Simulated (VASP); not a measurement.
A run of VASP 6.6.1 is set up as follows.

Contents of INCAR:

```
SYSTEM = MgB2
PREC = Accurate ; ENCUT = 600
EDIFF = 1E-6 ; ISMEAR = -1
SIGMA = 0.1 ; LREAL = .False.
LASPH = .True. ; NELM = 100
ALGO = Normal ; ISIF = 3
LWAVE = .False. ; LCHARG = .False.
GGA = PS ; IBRION = 2
NSW = 100 ; EDIFFG = -0.002
PSTRESS = 150.0
```

The input KPOINTS:

```
Automatic mesh
0
Gamma
  16 16 12
  0 0 0
```

File POSCAR:

```
MgB2
1.0
    3.0645010570      0.0000000000      0.0000000000
   -1.5322505285      2.6539357653      0.0000000000
    0.0000000000      0.0000000000      3.4965793458
Mg B
1 2
Direct
    0.0000000000      0.0000000000      0.0000000000
    0.3333333333      0.6666666667      0.5000000000
    0.6666666667      0.3333333333      0.5000000000
```

Potentials or basis: VASP PAW PBE potentials, release 64 (Mg, B).

Run with:

```sh
$ cat potpaw_PBE.64/Mg/POTCAR potpaw_PBE.64/B/POTCAR > POTCAR
$ mpirun -np 1 vasp_std > vasp.out
```

**Question.** Estimate the band gap on the k mesh.

**Answer.** Zero (bands 4 and 5 overlap by 3.39 eV).

**Question.** Predict the relaxed volume.

**Answer.** 8.69 Å³/atom.

**Question.** What does it give for the space group after relaxing (to 0.1 Å)?

**Answer.** P6/mmm (No. 191).

**Question.** Estimate the relaxed cell.

**Answer.** a = 2.996 Å, b = 2.996 Å, c = 3.354 Å, α = 90.00°, β = 90.00°, γ = 120.00°.

Final structure:
```xyz
3
Lattice="2.9963 0.0000 0.0000 -1.4982 2.5949 0.0000 0.0000 0.0000 3.3537" Properties=species:S:1:pos:R:3 pbc="T T T"
Mg    0.0000    0.0000    0.0000
B     0.0000    1.7299    1.6769
B     1.4982    0.8650    1.6769
```

Caveat: the cell is relaxed towards a set pressure, so the run minimises the enthalpy, not the energy; the PAW data sets were made with another functional, which shifts forces and pressure a little.
